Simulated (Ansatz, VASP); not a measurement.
**KSrCl3: VASP beside Ansatz**

```xyz
5
Lattice="5.5589 0.0000 0.0000 0.0000 5.5589 0.0000 0.0000 0.0000 5.5589" Properties=species:S:1:pos:R:3 pbc="T T T"
K     0.0000    0.0000    0.0000
Sr    2.7794    2.7794    2.7794
Cl    2.7794    2.7794    0.0000
Cl    2.7794    0.0000    2.7794
Cl    0.0000    2.7794    2.7794
```

Alike in both runs: task single point; functional PBE; k mesh 4 × 4 × 4; no spin polarisation.

```csv
,VASP,Ansatz
version,VASP 6.6.1,Ansatz 0.2.0
potentials or method,"VASP PAW PBE potentials, release 64 (K_sv, Sr_sv, Cl)","plane waves, PAW"
plane-wave cutoff (eV),520,420
occupations,"gaussian, width 0.01 eV",fixed
valence electrons in the cell,40,40
```

|  | VASP | Ansatz | Ansatz less VASP |
| --- | --- | --- | --- |
| gap on the k mesh at the Fermi level (eV) | 4.57 | 4.56 | -0.001 |
| pressure (GPa) | 1.6 | 1.5 | -0.07 |
